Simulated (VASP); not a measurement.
# CdS (Hawleyite) (F-43m) in VASP: further runs, part 2 of 2

VASP 6.6.1.

## 3. Single point, RPBE

This run uses another cell than the first one, of 24.81 Å³/atom, 1.020 times its volume.

Input file INCAR:

```
SYSTEM = CdS
PREC = Accurate ; ENCUT = 520
EDIFF = 1E-6 ; ISMEAR = -1
SIGMA = 0.05 ; LREAL = .False.
LASPH = .True. ; NELM = 80
ALGO = Normal ; ISIF = 2
LWAVE = .False. ; LCHARG = .False.
GGA = RP ; NBANDS = 16
```

Input file KPOINTS:

```
regular mesh
0
Gamma
  8 8 8
  0 0 0
```

Input file POSCAR:

```
CdS
1.0
    0.0000000000      2.9165000000      2.9165000000
    2.9165000000      0.0000000000      2.9165000000
    2.9165000000      2.9165000000      0.0000000000
Cd S
1 1
Direct
    0.0000000000      0.0000000000      0.0000000000
    0.7500000000      0.7500000000      0.7500000000
```

Potentials or basis: VASP PAW PBE potentials, release 64 (Cd, S).

On the command line:

```console
cat potpaw_PBE.64/Cd/POTCAR potpaw_PBE.64/S/POTCAR > POTCAR
mpirun -np 1 vasp_std > vasp.out
```

OUTCAR:

```text
SYSTEM = CdS
   PREC = Accurate
   ENCUT = 520
   EDIFF = 1E-6
   ISMEAR = -1
   LREAL = .False.
   LASPH = .True.
   NELM = 80
   ISIF = 2
   GGA = RP

 ion  position               nearest neighbor table
   1  0.000  0.000  0.000-   2 2.53   2 2.53   2 2.53   2 2.53
   2  0.750  0.750  0.750-   1 2.53   1 2.53   1 2.53   1 2.53

  LATTYP: Found a face centered cubic cell.
 ALAT       =     5.8330000000

  Lattice vectors:

 A1 = (   0.0000000000,   2.9165000000,   2.9165000000)
 A2 = (   2.9165000000,   0.0000000000,   2.9165000000)
 A3 = (   2.9165000000,   2.9165000000,   0.0000000000)

Analysis of symmetry for initial positions (statically):
=====================================================================
 Subroutine PRICEL returns:
 Original cell was already a primitive cell.

 Routine SETGRP: Setting up the symmetry group for a
 face centered cubic supercell.

 Subroutine GETGRP returns: Found 24 space group operations
 (whereof 24 operations were pure point group operations)
 out of a pool of 48 trial point group operations.

The static configuration has the point symmetry T_d .

Analysis of symmetry for dynamics (positions and initial velocities):
=====================================================================
 Subroutine PRICEL returns:
 Original cell was already a primitive cell.

 Routine SETGRP: Setting up the symmetry group for a
 face centered cubic supercell.

 Subroutine GETGRP returns: Found 24 space group operations
 (whereof 24 operations were pure point group operations)
 out of a pool of 48 trial point group operations.

The dynamic configuration has the point symmetry T_d .

 Subroutine INISYM returns: Found 24 space group operations
 (whereof 24 operations are pure point group operations),
 and found     1 'primitive' translations

[... 105 lines left out ...]
   NELECT =      18.0000    total number of electrons
   NUPDOWN=      -1.0000    fix difference up-down
   EMIN   =  10.00;   EMAX   =-10.00  energy-range for DOS
   EFERMI =   0.00;   METHOD = LEGACY
   ISMEAR =    -1;   SIGMA  =   0.05  broadening in eV -4-tet -1-fermi 0-gaus
   EFERMI_NEDOS =   21; number of points for ismear=-14 and -15
   IALGO  =     38    algorithm
   IMIX   =      4    mixing-type and parameters
     AMIX     =   0.40;   BMIX     =  1.00
     AMIX_MAG =   1.60;   BMIX_MAG =  1.00
  volume/ion in A,a.u.               =      24.81       167.41
  Fermi-wavevector in a.u.,A,eV,Ry     =   1.167599  2.206442 18.548649  1.363287
  Thomas-Fermi vector in A             =   2.304097
   LORBIT       =      0    0 simple, 1 ext, 2 COOP (PROOUT), +10 PAW based schemes
   GGA     = RP    functional components
   LHFCALC =     F    Hartree Fock is set to
   AEXX    =    0.0000 exact exchange contribution
   IVDW    =     0    specifies the selected vdW correction
   LEPSILON=     F    determine dielectric tensor
   LRPA    =     F    only Hartree local field effects (RPA)
 non-spin polarized calculation
  energy-cutoff  :      520.00
  volume of cell :       49.62
 maximum number of plane-waves:      1363
   NGX = 15   NGY = 15   NGZ = 15

 number of electron      18.0000004 magnetization

 Free energy of the ion-electron system (eV)
  ---------------------------------------------------
  ext. energy  EPLUGINS =         0.00000000
  ---------------------------------------------------
  free energy    TOTEN  =        -5.45179059 eV

  energy without entropy =       -5.45179057  energy(sigma->0) =       -5.45179058

 E-fermi :   2.1392     XC(G=0):  -8.9011

 val. band max:        1.4332122786   @ k =   0.0000   0.0000   0.0000
 cond. band min:       2.7669390136   @ k =   0.0000   0.0000   0.0000
 fundamental gap:      1.3337267350
 Fermi energy:         2.1392482664

 k-point     1 :       0.0000    0.0000    0.0000
  band No.  band energies     occupation
      1     -10.9125      2.00000
      2      -6.2934      2.00000
      3      -6.2934      2.00000
      4      -6.2934      2.00000
      5      -5.8167      2.00000
      6      -5.8167      2.00000
[... 433 lines left out ...]
      3      -6.0922      2.00000
      4      -5.8402      2.00000
      5      -5.7895      2.00000
      6      -5.3200      2.00000
[... 8 lines left out ...]
     15      13.8461      0.00000
     16      14.6312      0.00000

 [... further k-points ...]
[... 5 lines left out ...]
  --------------------------------------------------------------------------------------
  -------------------------------------------------------------------------------------
  Total        1.6814260      1.6814260      1.6814260      0.0000000     -0.0000000     -0.0000000
  in kB       54.2965717     54.2965717     54.2965717      0.0000000     -0.0000000     -0.0000000
  external PRESSURE =      54.2965717 kB  Pullay stress =       0.0000000 kB

 VOLUME and BASIS-vectors are now :
 -----------------------------------------------------------------------------
  energy-cutoff  :      520.00
  volume of cell :       49.62
      direct lattice vectors                 reciprocal lattice vectors
     0.000000000  2.916500000  2.916500000    -0.171438368  0.171438368  0.171438368
     2.916500000  0.000000000  2.916500000     0.171438368 -0.171438368  0.171438368
     2.916500000  2.916500000  0.000000000     0.171438368  0.171438368 -0.171438368

 POSITION                                       TOTAL-FORCE (eV/Angst)
 -----------------------------------------------------------------------------------
      0.00000      0.00000      0.00000        -0.000000      0.000000      0.000000
      4.37475      4.37475      4.37475         0.000000     -0.000000     -0.000000
 -----------------------------------------------------------------------------------
    total drift:                                0.000001      0.000001      0.000000

  FREE ENERGIE OF THE ION-ELECTRON SYSTEM (eV)
  ---------------------------------------------------
  free  energy   TOTEN  =        -5.4517905886 eV

  energy  without entropy=       -5.4517905681  energy(sigma->0) =       -5.45179058
```

OSZICAR:

```text
N       E                     dE             d eps       ncg     rms          rms(c)
DAV:   1     0.109315342270E+03    0.10932E+03   -0.91372E+03   952   0.103E+03
DAV:   2    -0.176768610701E+01   -0.11108E+03   -0.10511E+03  1144   0.253E+02
DAV:   3    -0.596243523330E+01   -0.41947E+01   -0.41879E+01  1112   0.513E+01
DAV:   4    -0.598795889411E+01   -0.25524E-01   -0.25521E-01  1184   0.394E+00
DAV:   5    -0.598830339756E+01   -0.34450E-03   -0.34450E-03  1136   0.431E-01    0.864E+00
DAV:   6    -0.546397248361E+01    0.52433E+00   -0.80982E-01  1368   0.110E+01    0.689E+00
DAV:   7    -0.544649563828E+01    0.17477E-01   -0.22710E-01  1136   0.323E+00    0.331E+00
DAV:   8    -0.545071037467E+01   -0.42147E-02   -0.21125E-02  1032   0.183E+00    0.390E-01
DAV:   9    -0.545122648731E+01   -0.51611E-03   -0.25510E-03  1120   0.714E-01    0.657E-02
DAV:  10    -0.545155682816E+01   -0.33034E-03   -0.37314E-04  1096   0.184E-01    0.738E-02
DAV:  11    -0.545179481158E+01   -0.23798E-03   -0.47750E-04  1040   0.144E-01    0.292E-02
DAV:  12    -0.545178591317E+01    0.88984E-05   -0.28104E-05  1120   0.697E-02    0.141E-02
DAV:  13    -0.545179133661E+01   -0.54234E-05   -0.13435E-05  1048   0.202E-02    0.166E-02
DAV:  14    -0.545179058860E+01    0.74801E-06   -0.98773E-07  1056   0.761E-03
   1 F= -.54517906E+01 E0= -.54517906E+01  d E =-.205163E-07
```

It took 38 s on 1 thread of Intel Xeon 6975P-C, shared host; peak memory 0.18 GiB.

Results:

| Quantity | Value |
| --- | --- |
| Free energy | -5.4518 eV |
| Pressure | 5.4 GPa |
| Band gap on the k mesh | 1.33 eV, direct |

Caveat: the PAW data sets were made with another functional, which shifts forces and pressure a little. A hybrid or GW would open this gap; RPBE tends to underestimate it.
